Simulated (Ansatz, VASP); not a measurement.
# GaN in VASP and in Ansatz

```
Ga N
1.0
     2.99665    0.00000    0.00000
    -1.49833    2.59518    0.00000
     0.00000    0.00000    2.67708
Ga N
1 1
Direct
  0.00000 0.00000 0.50000
  0.66667 0.33333 0.00000
```

Change from the starting cell: species swapped into the AgPd type (P-6m2, No. 187).

Alike in both runs: task single point; functional PBE; k mesh 6 × 6 × 6; occupations gaussian, width 0.1 eV; collinear spin.

|  | VASP | Ansatz |
| --- | --- | --- |
| version | VASP 6.6.1 | Ansatz 0.2.0 |
| potentials or method | VASP PAW PBE potentials, release 64 (Ga_d, N), cutoff 520 eV | scalar-relativistic, plane waves, PAW |
| valence electrons in the cell | 18 | 18 |

```csv
,VASP,Ansatz,Ansatz less VASP
gap on the k mesh at the Fermi level (eV),none,none,-
pressure (GPa),0.4,-0.2,-0.64
"traceless stress, the component that is largest in VASP (GPa)",-0.05,-0.10,-0.050
net moment per atom (μB),0.00,0.00,0.000
```

A gap of «none» marks a metal or a gap that the smearing closes. Ansatz's warnings: seeded moment not kept.

The k mesh is coarse, so the values compare programs but aren't converged.
